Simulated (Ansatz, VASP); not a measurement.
**Two plane-wave programs on C**

```xyz
2
Lattice="0.0429 1.7801 1.7801 1.7801 0.0429 1.7801 1.8230 1.8230 0.0000" Properties=species:S:1:pos:R:3 pbc="T T T"
C     0.0000    0.0000    0.0014
C     0.9115    0.9115    0.8887
```

Change from the starting cell: shear_xy strain +4.8%.

Alike in both runs: task single point; functional HSE06; k mesh 8 × 8 × 8; no spin polarisation.

```csv
,VASP,Ansatz
version,VASP 6.6.1,Ansatz 0.2.0
potentials or method,"VASP PAW PBE potentials, release 64 (C)","plane waves, PAW"
plane-wave cutoff (eV),520,420
occupations,"gaussian, width 0.01 eV",fixed
valence electrons in the cell,8,8
```

Ansatz gave:

| Property | Result |
| --- | --- |
| gap on the k mesh at the Fermi level (eV) | 4.92 |
| pressure (GPa) | -4.6 |
| traceless stress, the component that is largest in VASP (GPa) | -28.61 |
| rms of the force components (eV/Å) | 0.031 |

**Question.** Which values does VASP return?

**Answer.** gap on the k mesh at the Fermi level (eV): 4.91; pressure (GPa): -3.7; traceless stress, the component that is largest in VASP (GPa): -28.80; rms of the force components (eV/Å): 0.040.

Atom by atom the forces differ by 0.009 eV/Å (rms over components). Ansatz's warnings: stress exchange threshold loose, stress scf threshold loose.
